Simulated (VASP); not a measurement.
# Hg (R-3m) in VASP: further runs, part 2 of 2

VASP 6.6.1.

### Step 4. Single point, LDA

Contents of INCAR:

```
SYSTEM = Hg
  PREC = Accurate
  ENCUT = 520
  EDIFF = 1E-7
  ISMEAR = -1
  SIGMA = 0.1
  LREAL = .FALSE.
  LASPH = .TRUE.
  NELM = 60
  ALGO = Normal
  ISIF = 2
  LWAVE = .FALSE.
  LCHARG = .TRUE.
  LELF = .TRUE.
  LVHAR = .TRUE.
  NBANDS = 12
```

Contents of KPOINTS:

```
Automatic mesh
0
G
  11 11 11
  0 0 0
```

Contents of POSCAR:

```
Hg
1.0
    1.7463233735      1.0082402698      2.1478810803
   -1.7463233735      1.0082402698      2.1478810803
    0.0000000000     -2.0164805396      2.1478810803
Hg
1
Direct
    0.0000000000      1.0000000000      0.0000000000
```

Potentials or basis: VASP PAW LDA potentials, release 64 (Hg).

Command:

```bash
$ cat potpaw_LDA.64/Hg/POTCAR > POTCAR
$ mpirun -np 1 vasp_std > vasp.out
```

OUTCAR:

```text
SYSTEM = Hg
   PREC = Accurate
   ENCUT = 520
   EDIFF = 1E-7
   ISMEAR = -1
   LREAL = .FALSE.
   LASPH = .TRUE.
   NELM = 60
   ISIF = 2

 ion  position               nearest neighbor table
   1  0.000  0.000  0.000-

  LATTYP: Found a trigonal (rhomboedric) cell.
 ALAT       =     2.9461138643
 COS(alpha) =     0.2972833017

  Lattice vectors:

 A1 = (   1.7463233735,   1.0082402698,   2.1478810803)
 A2 = (  -1.7463233735,   1.0082402698,   2.1478810803)
 A3 = (   0.0000000000,  -2.0164805396,   2.1478810803)
[... 530 lines left out ...]
      4      -3.5060      2.00000
      5      -3.4981      2.00000
      6      -3.0164      2.00000
      7       9.2689      0.00000
      8      10.3987      0.00000
      9      17.4523      0.00000
     10      19.4758      0.00000
     11      21.2416      0.00000
     12      22.8167      0.00000

 [... further k-points ...]
[... 5 lines left out ...]
  --------------------------------------------------------------------------------------
  -------------------------------------------------------------------------------------
  Total        0.0822611      0.0822611      0.1462497      0.0000000      0.0000000     -0.0000000
  in kB        5.8083766      5.8083766     10.3265550      0.0000000      0.0000000     -0.0000000
  external PRESSURE =       7.3144361 kB  Pullay stress =       0.0000000 kB

 VOLUME and BASIS-vectors are now :
 -----------------------------------------------------------------------------
  energy-cutoff  :      520.00
  volume of cell :       22.69
      direct lattice vectors                 reciprocal lattice vectors
     1.746323374  1.008240270  2.147881080     0.286315815  0.165304513  0.155191708
    -1.746323374  1.008240270  2.147881080    -0.286315815  0.165304513  0.155191708
     0.000000000 -2.016480540  2.147881080     0.000000000 -0.330609026  0.155191708

 POSITION                                       TOTAL-FORCE (eV/Angst)
 -----------------------------------------------------------------------------------
      0.00000      0.00000      0.00000        -0.000000      0.000000      0.000000
 -----------------------------------------------------------------------------------
    total drift:                               -0.000000     -0.000000     -0.000000

  FREE ENERGIE OF THE ION-ELECTRON SYSTEM (eV)
  ---------------------------------------------------
  free  energy   TOTEN  =        -0.9712912653 eV

  energy  without entropy=       -0.9620042141  energy(sigma->0) =       -0.96664774
```

OSZICAR:

```text
N       E                     dE             d eps       ncg     rms          rms(c)
DAV:   1     0.730288164847E+02    0.73029E+02   -0.66630E+03  3712   0.968E+02
DAV:   2     0.166468958175E+00   -0.72862E+02   -0.68528E+02  3820   0.231E+02
DAV:   3    -0.103977080875E+01   -0.12062E+01   -0.12056E+01  4168   0.328E+01
DAV:   4    -0.104094140593E+01   -0.11706E-02   -0.11706E-02  3900   0.107E+00
DAV:   5    -0.104094307317E+01   -0.16672E-05   -0.16673E-05  4164   0.386E-02    0.479E+00
DAV:   6    -0.979456716304E+00    0.61486E-01   -0.13901E-01  4140   0.424E+00    0.345E+00
DAV:   7    -0.972183030313E+00    0.72737E-02   -0.17195E-02  4144   0.123E+00    0.144E+00
DAV:   8    -0.971286387817E+00    0.89664E-03   -0.15533E-03  3772   0.555E-01    0.601E-02
DAV:   9    -0.971290321172E+00   -0.39334E-05   -0.27097E-06  4180   0.195E-02    0.149E-02
DAV:  10    -0.971291264731E+00   -0.94356E-06   -0.11662E-06  3784   0.131E-02    0.102E-03
DAV:  11    -0.971291265252E+00   -0.52160E-09   -0.12206E-08  2184   0.991E-04
   1 F= -.97129127E+00 E0= -.96664774E+00  d E =-.928705E-02
```

Wall time 26 s (1 thread of Intel Xeon Platinum 8259CL at 2.50GHz (Skylake/Cascade Lake), shared host); peak memory 0.16 GiB.

Results:

* Free energy: -0.9713 eV
* Pressure: 0.7 GPa
* Band gap on the k mesh: zero (band 6 reaches 4.07 eV, above the bottom of band 7 at 1.30 eV)

Levels at points of the mesh, in eV from the Fermi level:
```csv
k point,band 2,band 3,band 4,band 5,band 6,band 7,band 8,band 9,band 10,band 11
"(0.00, 0.00, 0.00)",-8.00,-8.00,-6.32,-6.20,-6.20,12.04,12.46,12.46,17.10,18.43
```

Caveat: spin-orbit coupling is left out, which moves the levels of the heavy elements.

### Step 5. Single point, LDA

Contents of INCAR:

```
SYSTEM = Hg
ALGO = Normal
EDIFF = 1E-6
ENCUT = 520
ISIF = 2
ISMEAR = -1
LASPH = .True.
LCHARG = .False.
LREAL = .False.
LWAVE = .False.
NBANDS = 12
NELM = 100
PREC = Accurate
SIGMA = 0.2
```

Contents of KPOINTS:

```
k-points
0
Gamma
  11 11 11
  0 0 0
```

POSCAR is that of step 4.

Command:

```bash
$ cat potpaw_LDA.64/Hg/POTCAR > POTCAR
$ mpirun -np 1 vasp_std > vasp.out
```

Wall time 20 s (1 thread of Intel Xeon Platinum 8259CL at 2.50GHz (Skylake/Cascade Lake), shared host); peak memory 0.15 GiB.

It converged, with:

- Free energy: -0.9852 eV
- Pressure: 0.7 GPa
- Band gap on the k mesh: zero (band 6 reaches 4.07 eV, above the bottom of band 7 at 1.30 eV)

Stress tensor (GPa, compression positive):
```
0.61 0.00 0.00
0.00 0.61 0.00
0.00 0.00 0.85
```

Levels at points of the mesh, in eV from the Fermi level:
```csv
k point,band 4,band 5,band 6,band 7,band 8,band 9
"(0.00, 0.00, 0.00)",-6.36,-6.25,-6.25,12.00,12.41,12.41
```

Caveat: spin-orbit coupling is left out, which moves the levels of the heavy elements.

### Step 6. Single point, LDA

Contents of INCAR:

```
SYSTEM = Hg
PREC = Accurate ; ENCUT = 500
EDIFF = 1E-6 ; ISMEAR = -1
SIGMA = 0.1 ; LREAL = .False.
LASPH = .True. ; NELM = 120
ALGO = Normal ; ISIF = 2
LWAVE = .False. ; LCHARG = .False.
NBANDS = 16 ; GGA_COMPAT = .False.
```

Contents of KPOINTS:

```
Automatic mesh
0
Gamma
  6 6 6
  0 0 0
```

POSCAR is that of step 5.

Potentials or basis: VASP PAW LDA potentials, release 64 (Hg_sv_GW).

Command:

```bash
$ cat potpaw_LDA.64/Hg_sv_GW/POTCAR > POTCAR
$ mpirun -np 1 vasp_std > vasp.out
```

OUTCAR:

```text
SYSTEM = Hg
   PREC = Accurate
   ENCUT = 500
   EDIFF = 1E-6
   ISMEAR = -1
   LREAL = .False.
   LASPH = .True.
   NELM = 120
   ISIF = 2

 ion  position               nearest neighbor table
   1  0.000  0.000  0.000-

  LATTYP: Found a trigonal (rhomboedric) cell.
 ALAT       =     2.9461138643
 COS(alpha) =     0.2972833017

  Lattice vectors:

 A1 = (   1.7463233735,   1.0082402698,   2.1478810803)
 A2 = (  -1.7463233735,   1.0082402698,   2.1478810803)
 A3 = (   0.0000000000,  -2.0164805396,   2.1478810803)

Analysis of symmetry for initial positions (statically):
=====================================================================
 Subroutine PRICEL returns:
 Original cell was already a primitive cell.

 Routine SETGRP: Setting up the symmetry group for a
 trigonal (rhombohedral) supercell.

 Subroutine GETGRP returns: Found 12 space group operations
 (whereof 12 operations were pure point group operations)
 out of a pool of 12 trial point group operations.

The static configuration has the point symmetry D_3d.

Analysis of symmetry for dynamics (positions and initial velocities):
=====================================================================
 Subroutine PRICEL returns:
 Original cell was already a primitive cell.

 Routine SETGRP: Setting up the symmetry group for a
 trigonal (rhombohedral) supercell.

 Subroutine GETGRP returns: Found 12 space group operations
 (whereof 12 operations were pure point group operations)
 out of a pool of 12 trial point group operations.

The dynamic configuration has the point symmetry D_3d.

 Subroutine INISYM returns: Found 12 space group operations
 (whereof 12 operations are pure point group operations),
 and found     1 'primitive' translations

----------------------------------------------------------------------------------------

                                     Primitive cell

  volume of cell :      22.6908

  direct lattice vectors                    reciprocal lattice vectors
     1.746323374  1.008240270  2.147881080     0.286315815  0.165304513  0.155191708
    -1.746323374  1.008240270  2.147881080    -0.286315815  0.165304513  0.155191708
     0.000000000 -2.016480540  2.147881080     0.000000000 -0.330609026  0.155191708

  length of vectors
     2.946113864  2.946113864  2.946113864     0.365221569  0.365221569  0.365221569

  position of ions in fractional coordinates (direct lattice)
     0.000000000  0.000000000  0.000000000

  ion indices of the primitive-cell ions
   primitive index   ion index
                 1           1

----------------------------------------------------------------------------------------

 KPOINTS: Automatic mesh

Automatic generation of k-mesh.
 Grid dimensions read from file:
 generate k-points for:    6    6    6

 Generating k-lattice:

  Cartesian coordinates                     Fractional coordinates (reciprocal lattice)
     0.047719303  0.027550752  0.025865285     0.166666667  0.000000000  0.000000000
    -0.047719303  0.027550752  0.025865285     0.000000000  0.166666667  0.000000000
     0.000000000 -0.055101504  0.025865285     0.000000000  0.000000000  0.166666667

  Length of vectors
     0.060870261  0.060870261  0.060870261

  Shift w.r.t. Gamma in fractional coordinates (k-lattice)
     0.000000000  0.000000000  0.000000000

 Subroutine IBZKPT returns following result:
 ===========================================

 Found     32 irreducible k-points:

 Following reciprocal coordinates:
            Coordinates               Weight
  0.000000  0.000000  0.000000      1.000000
  0.166667  0.000000 -0.000000      6.000000
  0.333333 -0.000000 -0.000000      6.000000
  0.500000 -0.000000  0.000000      3.000000
  0.166667  0.166667 -0.000000      6.000000
  0.333333  0.166667 -0.000000     12.000000
[... 16 lines left out ...]
  0.500000  0.500000  0.166667      6.000000
 -0.333333  0.500000  0.166667     12.000000
 [... further k-points ...]
   k-points           NKPTS =     32   k-points in BZ     NKDIM =     32   number of bands    NBANDS=     16
   number of dos      NEDOS =    301   number of ions     NIONS =      1
   total plane-waves  NPLWV =  13824
   dimension x,y,z NGX =    24 NGY =   24 NGZ =   24
   dimension x,y,z NGXF=    48 NGYF=   48 NGZF=   48
   ions per type =               1
   NGX,Y,Z   is equivalent  to a cutoff of  13.54, 13.54, 13.54 a.u.
   NGXF,Y,Z  is equivalent  to a cutoff of  27.09, 27.09, 27.09 a.u.
 SYSTEM =  Hg
   PREC   = accura    normal or accurate (medium, high low for compatibility)
   ISTART =      0    job   : 0-new  1-cont  2-samecut
   ICHARG =      2    charge: 1-file 2-atom 10-const
   ISPIN  =      1    spin polarized calculation?
   LNONCOLLINEAR =      F non collinear calculations
   LSORBIT =      F    spin-orbit coupling
   LASPH  =      T    aspherical Exc in radial PAW
   ENCUT  =  500.0 eV  36.75 Ry    6.06 a.u.   5.37  5.37  5.37*2*pi/ulx,y,z
   NELM   =    120;   NELMIN=  2; NELMDL= -5     # of ELM steps
   EDIFF  = 0.1E-05   stopping-criterion for ELM
   LREAL  =      F    real-space projection
   EDIFFG = 0.1E-04   stopping-criterion for IOM
   NSW    =      0    number of steps for IOM
   IBRION =     -1    ionic relax: 0-MD 1-quasi-New 2-CG
   NFREE  =      0    steps in history (QN), initial steepest desc. (CG)
   ISIF   =      2    stress and relaxation
   ISYM   =      2    0-nonsym 1-usesym 2-fastsym
   POTIM  = 0.5000    time-step for ionic-motion
   TEBEG  =    0.0;   TEEND  =   0.0 temperature during run
   PSTRESS=    0.0 pullay stress
   NELECT =      20.0000    total number of electrons
   NUPDOWN=      -1.0000    fix difference up-down
   EMIN   =  10.00;   EMAX   =-10.00  energy-range for DOS
   EFERMI =   0.00;   METHOD = LEGACY
   ISMEAR =    -1;   SIGMA  =   0.10  broadening in eV -4-tet -1-fermi 0-gaus
   EFERMI_NEDOS =   21; number of points for ismear=-14 and -15
   IALGO  =     38    algorithm
   IMIX   =      4    mixing-type and parameters
     AMIX     =   0.40;   BMIX     =  1.00
     AMIX_MAG =   1.60;   BMIX_MAG =  1.00
  volume/ion in A,a.u.               =      22.69       153.13
  Fermi-wavevector in a.u.,A,eV,Ry     =   1.569645  2.966199 33.521835  2.463785
  Thomas-Fermi vector in A             =   2.671497
   LORBIT       =      0    0 simple, 1 ext, 2 COOP (PROOUT), +10 PAW based schemes
   GGA     = CA    functional components
   LHFCALC =     F    Hartree Fock is set to
   AEXX    =    0.0000 exact exchange contribution
   IVDW    =     0    specifies the selected vdW correction
   LEPSILON=     F    determine dielectric tensor
   LRPA    =     F    only Hartree local field effects (RPA)
 non-spin polarized calculation
  energy-cutoff  :      500.00
  volume of cell :       22.69
 maximum number of plane-waves:       595
 NGX is ok and might be reduce to    24
   NGX = 11   NGY = 11   NGZ = 11

 number of electron      19.9999992 magnetization

 Free energy of the ion-electron system (eV)
  ---------------------------------------------------
  ext. energy  EPLUGINS =         0.00000000
  ---------------------------------------------------
  free energy    TOTEN  =        -0.99500363 eV

  energy without entropy =       -0.97983990  energy(sigma->0) =       -0.98742176

 E-fermi :   5.9713     XC(G=0): -11.9152

 val. band max:        5.9679501877   @ k =   0.5000   0.5000  -0.0000
 cond. band min:       6.2376292265   @ k =  -0.1667   0.5000   0.1667
 fundamental gap:      0.2696790388
 Fermi energy:         5.9712740521

 k-point     1 :       0.0000    0.0000    0.0000
  band No.  band energies     occupation
      1    -108.4553      2.00000
      2     -57.0393      2.00000
      3     -57.0370      2.00000
      4     -57.0370      2.00000
      5      -3.3913      2.00000
      6      -1.8538      2.00000
[... 8 lines left out ...]
     15      24.5590      0.00000
     16      24.5590      0.00000

 k-point     2 :       0.1667    0.0000   -0.0000
  band No.  band energies     occupation
      1    -108.4548      2.00000
      2     -57.0541      2.00000
      3     -57.0381      2.00000
      4     -57.0364      2.00000
      5      -2.8393      2.00000
      6      -1.8185      2.00000
[... 8 lines left out ...]
     15      23.8431      0.00000
     16      25.6084      0.00000
[... 387 lines left out ...]
      5      -1.9534      2.00000
      6      -1.7130      2.00000
[... 8 lines left out ...]
     15      25.5606      0.00000
     16      25.7317      0.00000

 k-point    24 :      -0.3333    0.5000    0.1667
  band No.  band energies     occupation
      1    -108.4515      2.00000
      2     -57.1087      2.00000
      3     -57.0698      2.00000
      4     -57.0476      2.00000
      5      -1.7257      2.00000
      6      -1.7049      2.00000
[... 8 lines left out ...]
     15      24.2580      0.00000
     16      26.2243      0.00000

 [... further k-points ...]
[... 5 lines left out ...]
  --------------------------------------------------------------------------------------
  -------------------------------------------------------------------------------------
  Total       -0.2614401     -0.2614401     -0.0846323      0.0000000      0.0000000      0.0000000
  in kB      -18.4600356    -18.4600356     -5.9758091      0.0000000      0.0000000      0.0000000
  external PRESSURE =     -14.2986268 kB  Pullay stress =       0.0000000 kB

 VOLUME and BASIS-vectors are now :
 -----------------------------------------------------------------------------
  energy-cutoff  :      500.00
  volume of cell :       22.69
      direct lattice vectors                 reciprocal lattice vectors
     1.746323374  1.008240270  2.147881080     0.286315815  0.165304513  0.155191708
    -1.746323374  1.008240270  2.147881080    -0.286315815  0.165304513  0.155191708
     0.000000000 -2.016480540  2.147881080     0.000000000 -0.330609026  0.155191708

 POSITION                                       TOTAL-FORCE (eV/Angst)
 -----------------------------------------------------------------------------------
      0.00000      0.00000      0.00000        -0.000000      0.000000      0.000000
 -----------------------------------------------------------------------------------
    total drift:                                0.000000     -0.000000      0.000000

  FREE ENERGIE OF THE ION-ELECTRON SYSTEM (eV)
  ---------------------------------------------------
  free  energy   TOTEN  =        -0.9950036300 eV

  energy  without entropy=       -0.9798398971  energy(sigma->0) =       -0.98742176
```

OSZICAR:

```text
N       E                     dE             d eps       ncg     rms          rms(c)
DAV:   1     0.305587655401E+03    0.30559E+03   -0.12167E+04  1056   0.172E+03
DAV:   2     0.200286927620E+02   -0.28556E+03   -0.26408E+03  1032   0.605E+02
DAV:   3    -0.206364151370E+00   -0.20235E+02   -0.20159E+02  1552   0.153E+02
DAV:   4    -0.103456113732E+01   -0.82820E+00   -0.82816E+00  1184   0.341E+01
DAV:   5    -0.106442474462E+01   -0.29864E-01   -0.29863E-01  1608   0.577E+00    0.274E+01
DAV:   6    -0.100119900057E+01    0.63226E-01   -0.13446E-01  1600   0.692E+00    0.159E+01
DAV:   7    -0.995708356352E+00    0.54906E-02   -0.18904E-02  1616   0.168E+00    0.139E+00
DAV:   8    -0.995014925356E+00    0.69343E-03   -0.29922E-03  1568   0.126E+00    0.945E-02
DAV:   9    -0.995003976557E+00    0.10949E-04   -0.81290E-05  1176   0.133E-01    0.146E-02
DAV:  10    -0.995003629971E+00    0.34659E-06   -0.40246E-06  1376   0.489E-02
   1 F= -.99500363E+00 E0= -.98742176E+00  d E =-.151637E-01
```

stdout:

```text
POSCAR found type information on POSCAR Hg
 POSCAR found :  1 types and       1 ions
 scaLAPACK will be used
 LDA part: xc-table for (Slater(with rela. corr.)+CA(PZ))
 , standard interpolation
 POSCAR, INCAR and KPOINTS ok, starting setup
 FFT: planning ... GRIDC
 FFT: planning ... GRID_SOFT
 FFT: planning ... GRID
 WAVECAR not read
 entering main loop
```

Wall time 4.6 s (1 thread of Intel Xeon 6975P-C (Granite Rapids), shared host); peak memory 0.14 GiB.

What came out:

```
Free energy            : -0.9950 eV
Pressure               : -1.4 GPa
Band gap on the k mesh : zero (band 10 reaches 7.61 eV, above the bottom of band 11 at 3.98 eV)
```

Caveat: the k points lie up to 0.38 Å⁻¹ apart; spin-orbit coupling is left out, which moves the levels of the heavy elements.

### Step 7. The runs side by side

```tsv
potentials or basis	k mesh	cutoff (eV)	smearing	second run	gap on the mesh (eV)	pressure (GPa)
VASP PAW LDA potentials, release 64 (Hg)	11 × 11 × 11	520	fermi-dirac 0.01 eV	-	none	0.9
VASP PAW LDA potentials, release 64 (Hg)	11 × 11 × 11	520	fermi-dirac 0.03 eV	-	none	0.9
VASP PAW LDA potentials, release 64 (Hg)	11 × 11 × 11	520	fermi-dirac 0.1 eV	-	none	0.7
VASP PAW LDA potentials, release 64 (Hg)	11 × 11 × 11	520	fermi-dirac 0.2 eV	-	none	0.7
VASP PAW LDA potentials, release 64 (Hg_sv_GW)	6 × 6 × 6	500	fermi-dirac 0.1 eV	valence_matched	none	-1.4
```

Alike in all rows: task single point; level LDA; no spin polarisation; cell as given.

Caveats: some runs use coarse meshes; spin-orbit coupling is left out, which moves the levels of the heavy elements.

Total energies depend on the potentials used, so only differences within one code and one set of settings carry meaning.
